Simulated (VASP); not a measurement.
Ta3Ag: relaxation of cell and atoms with PBE

The system is Ta3Ag.

```
CELL_PARAMETERS angstrom
5.87789 0.00000 0.00000
-2.93895 5.09040 0.00000
0.00000 0.00000 4.71791
ATOMIC_POSITIONS crystal
Ta 0.83300 0.66600 0.25000
Ta 0.16700 0.83300 0.75000
Ta 0.33400 0.16700 0.25000
Ta 0.16700 0.33400 0.75000
Ta 0.83300 0.16700 0.25000
Ta 0.66600 0.83300 0.75000
Ag 0.33333 0.66667 0.25000
Ag 0.66667 0.33333 0.75000
```

```
Program                : VASP 6.6.1
Task                   : relaxation of cell and atoms
Functional             : PBE
Potentials or basis    : VASP PAW PBE potentials, release 64 (Ta_pv, Ag)
Cutoff                 : 600 eV
k mesh                 : 3 × 3 × 4
Occupations            : gaussian, width 0.1 eV
Spin                   : no spin polarisation
Dipole correction      : no
Further INCAR settings : ALGO = Fast; EDIFF = 1e-06; IBRION = 2; EDIFFG = -0.04; NSW = 90; ISIF = 3
```

```
Relaxed volume                        : 18.08 Å³/atom
Relaxed cell                          : a = 5.876 Å, b = 5.876 Å, c = 4.838 Å, α = 90.00°, β = 90.00°, γ = 120.00°
Space group after relaxing (to 0.1 Å) : P6_3/mmc (No. 194)
Energy gained by relaxing             : 11.6 meV/atom
Ionic steps                           : 6
Pressure after relaxing               : 0.3 GPa
Largest force after relaxing          : 0.031 eV/Å
Band gap on the k mesh                : zero (bands 44 and 45 overlap by 0.64 eV)
```

Forces on the atoms (eV/Å):
```
Ta   0.000  0.031  0.000
Ta  -0.027  0.016  0.000
Ta  -0.027 -0.016  0.000
Ta   0.000 -0.031  0.000
Ta   0.027 -0.016  0.000
Ta   0.027  0.016  0.000
Ag   0.000  0.000  0.000
Ag   0.000  0.000  0.000
```

Stress tensor (GPa, compression positive):
```
0.31 0.00 0.00
0.00 0.31 0.00
0.00 0.00 0.22
```

Step by step:
| step | energy change (eV) | largest force (eV/Å) | pressure (GPa) | volume (Å³) |
| --- | --- | --- | --- | --- |
| 1 | 0.0000 | 0.2735 | 4.68 | 141.16 |
| 2 | 0.0988 | 0.2344 | -7.81 | 151.95 |
| 3 | -0.0669 | 0.2292 | -0.62 | 145.23 |
| 4 | -0.0869 | 0.1146 | -0.14 | 144.91 |
| 5 | -0.0912 | 0.0265 | 0.53 | 144.50 |
| 6 | -0.0925 | 0.0313 | 0.28 | 144.65 |

Final structure:
```cif
data_structure
_symmetry_space_group_name_H-M 'P 1'
_symmetry_Int_Tables_number 1
_cell_length_a 5.8759
_cell_length_b 5.8759
_cell_length_c 4.8376
_cell_angle_alpha 90.000
_cell_angle_beta 90.000
_cell_angle_gamma 120.000
_cell_volume 144.65
loop_
_atom_site_label
_atom_site_type_symbol
_atom_site_fract_x
_atom_site_fract_y
_atom_site_fract_z
_atom_site_occupancy
Ta1 Ta 0.83543 0.67086 0.25000 1
Ta2 Ta 0.16457 0.83543 0.75000 1
Ta3 Ta 0.32914 0.16457 0.25000 1
Ta4 Ta 0.16457 0.32914 0.75000 1
Ta5 Ta 0.83543 0.16457 0.25000 1
Ta6 Ta 0.67086 0.83543 0.75000 1
Ag1 Ag 0.33333 0.66667 0.25000 1
Ag2 Ag 0.66667 0.33333 0.75000 1
```

Levels at points of the mesh, in eV from the Fermi level:
```
           k point  band 40  band 41  band 42  band 43  band 44  band 45  band 46  band 47
(0.00, 0.00, 0.00)    -0.57    -0.57    -0.41    -0.22     0.19     0.19     0.23     0.24
(0.00, 0.00, 0.50)    -1.02    -1.02    -1.02     0.39     0.39     1.01     1.01     1.01
```

It took 7.3 min on 1 thread of AMD EPYC 7R43 64-Core Processor (Zen 3), with other jobs on the host, peak memory 0.31 GiB.

Caveat: the k points lie up to 0.41 Å⁻¹ apart in the final cell, too coarse for converged energies and pressures of a metal; spin-orbit coupling is left out, which moves the levels of the heavy elements.
